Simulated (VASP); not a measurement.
A run of VASP 6.6.1 is set up as follows.

INCAR

```
ALGO = Normal ; EDIFF = 1E-6
ENCUT = 520 ; ISIF = 2
ISMEAR = -1 ; ISPIN = 2
LASPH = T ; LCHARG = T
LELF = T ; LMAXMIX = 4
LORBIT = 11 ; LREAL = F
LVHAR = T ; LWAVE = F
MAGMOM = 1 ; NBANDS = 16
NELM = 150 ; PREC = Accurate
SIGMA = 0.03
```

KPOINTS

```
k-points
0
Gamma
  13 13 13
```

POSCAR

```
Sc
1.0
    0.0000000000      2.2600000000      2.2600000000
    2.2600000000      0.0000000000      2.2600000000
    2.2600000000      2.2600000000      0.0000000000
Sc
1
Direct
    0.0000000000      0.0000000000      0.0000000000
```

Potentials or basis: VASP PAW LDA potentials, release 64 (Sc_sv).

Command:

```console
$ cat potpaw_LDA.64/Sc_sv/POTCAR > POTCAR
$ mpirun -np 1 vasp_std > vasp.out
```

Problem. What does it give for the pressure?

Solution. -1.8 GPa.

Problem. Predict the net moment.

Solution. 0.00 μB per cell.
